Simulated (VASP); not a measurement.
# Mg9O8 (a cell with a defect): single point with PBE+D3(BJ)

System: Mg9O8 (a cell with a defect).

```
CELL_PARAMETERS angstrom
0.00000 4.22500 4.22500
4.22500 0.00000 4.22500
4.22500 4.22500 0.00000
ATOMIC_POSITIONS crystal
Mg 0.02656 0.98911 0.98797
Mg 0.98040 0.03626 0.48653
Mg 0.98035 0.48780 0.03515
Mg 0.05338 0.46199 0.46100
Mg 0.51608 0.99924 0.99806
Mg 0.52691 0.03494 0.48635
Mg 0.52680 0.48762 0.03384
Mg 0.28397 0.56045 0.55941
Mg 0.62612 0.55838 0.55737
O 0.27783 0.23753 0.23638
O 0.24704 0.22157 0.76498
O 0.24690 0.76625 0.22055
O 0.26324 0.75324 0.75243
O 0.79682 0.21845 0.21720
O 0.79567 0.22179 0.76596
O 0.79563 0.76716 0.22082
O 0.78750 0.72959 0.72848
```

* Program: VASP 6.6.1
* Task: single point
* Functional: PBE
* Dispersion: D3(BJ)
* Potentials or basis: VASP PAW PBE potentials, release 64 (Mg, O)
* Cutoff: 520 eV
* k mesh: 2 × 2 × 2
* Occupations: gaussian, width 0.02 eV
* Spin: no spin polarisation
* Dipole correction: no
* Further INCAR settings: LREAL = Auto; ALGO = Normal; EDIFF = 1e-06; NBANDS = 47

```
Pressure                   : 36.5 GPa
Largest force              : 0.135 eV/Å
Band gap on the k mesh     : 0.35 eV
Dispersion energy per atom : -0.330 eV
```

Forces on the atoms (eV/Å):
```
Mg   0.015 -0.001 -0.002
Mg   0.005 -0.031  0.044
Mg   0.009  0.045 -0.032
Mg  -0.041  0.003  0.004
Mg   0.036  0.002 -0.001
Mg   0.006 -0.034  0.024
Mg   0.009  0.024 -0.036
Mg   0.014  0.076  0.081
Mg  -0.041 -0.095 -0.087
O   -0.005 -0.001 -0.001
O   -0.017  0.022 -0.015
O   -0.019 -0.010  0.021
O    0.038  0.000  0.000
O    0.033 -0.001  0.000
O   -0.016  0.022 -0.015
O   -0.018 -0.015  0.017
O   -0.009 -0.006 -0.004
```

Stress tensor (GPa, compression positive):
```
30.98  0.14  0.15
 0.14 39.24  7.53
 0.15  7.53 39.24
```

Levels at points of the mesh, in eV from the valence-band top:
| k point | band 31 | band 32 | band 33 | band 34 | band 35 | band 36 |
| --- | --- | --- | --- | --- | --- | --- |
| (0.00, 0.00, 0.00) | -5.92 | -5.66 | -2.11 | 0.48 | 1.03 | 1.24 |
| (0.50, 0.00, 0.00) | -6.22 | -5.84 | -0.30 | 0.35 | 1.71 | 2.00 |
| (0.00, 0.50, 0.00) | -6.07 | -5.90 | -0.45 | 0.35 | 1.63 | 2.03 |
| (0.00, 0.00, 0.50) | -6.07 | -5.90 | -0.45 | 0.35 | 1.63 | 2.03 |
| (0.50, 0.50, 0.50) | -6.21 | -5.84 | -0.29 | 0.36 | 1.73 | 1.97 |
| (0.50, 0.50, 0.00) | -6.34 | -5.92 | -0.02 | 1.07 | 2.03 | 2.25 |
| (0.00, 0.50, 0.50) | -6.34 | -6.32 | 0.00 | 1.07 | 1.93 | 2.22 |
| (0.50, 0.00, 0.50) | -6.34 | -5.92 | -0.02 | 1.07 | 2.03 | 2.25 |

It took 2.2 min on 1 thread of Intel(R) Xeon(R) Platinum 8488C (Sapphire Rapids), with other jobs on the host, peak memory 0.33 GiB.

Caveat: the k points lie up to 0.64 Å⁻¹ apart.
